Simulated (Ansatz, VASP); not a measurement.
# One calculation of EuS, two programs

Contents of POSCAR:

```
EuS
1.0
    0.0000000000      2.9785018670      2.9785018670
    2.9785018670      0.0000000000      2.9785018670
    2.9785018670      2.9785018670      0.0000000000
Eu S
1 1
Direct
    0.5000000000      0.5000000000      0.5000000000
    0.0000000000      0.0000000000      0.0000000000
```

File INCAR.step1:

```
SYSTEM = EuS
PREC = Accurate
ENCUT = 520
EDIFF = 1E-5
ISMEAR = 0
SIGMA = 0.05
LREAL = .FALSE.
LASPH = .TRUE.
NELM = 200
ALGO = Normal
ISIF = 2
LWAVE = .TRUE.
ISPIN = 2
MAGMOM = 7.55 0
LORBIT = 11
LMAXMIX = 6
NBANDS = 22
GGA = PE
GGA_COMPAT = .FALSE.
```

The input INCAR.step2:

```
SYSTEM = EuS
PREC = Accurate
ENCUT = 520
EDIFF = 1E-6
ISMEAR = 0
SIGMA = 0.05
LREAL = .FALSE.
LASPH = .TRUE.
NELM = 200
ALGO = Normal
ISIF = 2
LWAVE = .FALSE.
LCHARG = .TRUE.
ISPIN = 2
MAGMOM = 7.55 0
LORBIT = 11
LMAXMIX = 6
GGA = PE
LHFCALC = .TRUE.
AEXX = 0.3
HFSCREEN = 0.20787
PRECFOCK = Normal
LELF = .TRUE.
LVHAR = .TRUE.
NBANDS = 22
ISTART = 1
GGA_COMPAT = .FALSE.
```

KPOINTS

```
regular mesh
0
G
  4 4 4
  0 0 0
```

Input for Ansatz:

```yaml
crystal:
  lattice:
    - [0.0, 2.978501867, 2.978501867]
    - [2.978501867, 0.0, 2.978501867]
    - [2.978501867, 2.978501867, 0.0]
  atoms:
    - { symbol: Eu, position: [0.5, 0.5, 0.5], spin: 7.55 }
    - { symbol: S, position: [0.0, 0.0, 0.0] }
basis:
  ecutwfc: 420
  ecutrho_ratio: 4
kpoints:
  mp_grid: { grid: [4, 4, 4] }
hamiltonian:
  xc: { preset: hse06, exx: { coeff: 0.3, omega: 0.20787 } }
scf:
  occupations: { method: gaussian, width: 0.05 }
  n_extra_bands: 13
output:
  forces: true
  stress: true
  eigenvalues: true
  populations: true
  hubbard: { sites: [{ species: Eu, l: f }] }
  dos: { projected: true, de: 0.02 }
  write_density: true
  write_potential: true
  elf: true
  volumetric_format: npy
magnetization:
  spin_polarized: true
checkpoint:
  read: start.run
  write: ck
  compress: false
  write_wavefunctions: false
  write_every: 100000
```

Alike in both runs: task single point; functional PBE-based screened hybrid with a share of 0.3 of exact exchange and HFSCREEN = 0.20787; k mesh 4 × 4 × 4; occupations gaussian, width 0.05 eV; collinear spin.

|  | VASP | Ansatz |
| --- | --- | --- |
| version | VASP 6.6.1 | Ansatz 0.2.0 |
| potentials or method | VASP PAW PBE potentials, release 64 (Eu, S), cutoff 520 eV | scalar-relativistic, plane waves, PAW |
| valence electrons in the cell | 23 | 23 |

VASP gave:

```
gap on the k mesh at the Fermi level (eV)                     : 0.89
least direct gap on the mesh (eV)                             : 1.16
pressure (GPa)                                                : 0.1
net moment per atom (μB)                                      : 3.50
size of the moment on the site where the two differ most (μB) : 6.73
```

Task: What did Ansatz give for the same quantities?

Result: gap on the k mesh at the Fermi level (eV): 1.11; least direct gap on the mesh (eV): 1.39; pressure (GPa): 0.8; net moment per atom (μB): 3.50; size of the moment on the site where the two differ most (μB): 6.90.

VASP's potentials were made for PBE, not for PBE-based screened hybrid. Site moments also hang on the region over which each program counts them. Ansatz's warnings: stability check not made, stress exchange threshold loose, stress scf threshold loose.

The k mesh is coarse, so the values compare programs but aren't converged. Spin-orbit coupling is off throughout.
